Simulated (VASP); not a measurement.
Yb:

```
Yb
1.0
    -2.16573    2.16573    2.16573
     2.16573   -2.16573    2.16573
     2.16573    2.16573   -2.16573
Yb
1
Direct
  0.00000 0.00000 0.00000
```

This cell differs from its parent crystal: volume scaled by 1.02.

Base run:

* Program: VASP 6.6.1
* Functional: PBEsol
* Potentials or basis: VASP PAW PBE potentials, release 64 (Yb)
* Cutoff: 520 eV
* k mesh: 12 × 12 × 12
* Occupations: fermi-dirac, width 0.05 eV
* Spin: no spin polarisation

Its results: band gap on the k mesh zero (band 12 reaches 1.43 eV, above the bottom of band 13 at 0.80 eV); pressure -3.9 GPa.

Task: The run is repeated on the same cell with these changes: further incar settings from ALGO = Normal; EDIFF = 1e-08; NBANDS = 18 to ALGO = Normal; EDIFF = 1e-06; NBANDS = 18. What comes out?

Result: Band gap on the k mesh zero (band 12 reaches 1.43 eV, above the bottom of band 13 at 0.79 eV); pressure -5.0 GPa.

Caveats: the PAW data sets were made with another functional, which shifts forces and pressure a little; spin-orbit coupling is left out, which moves the levels of the heavy elements.
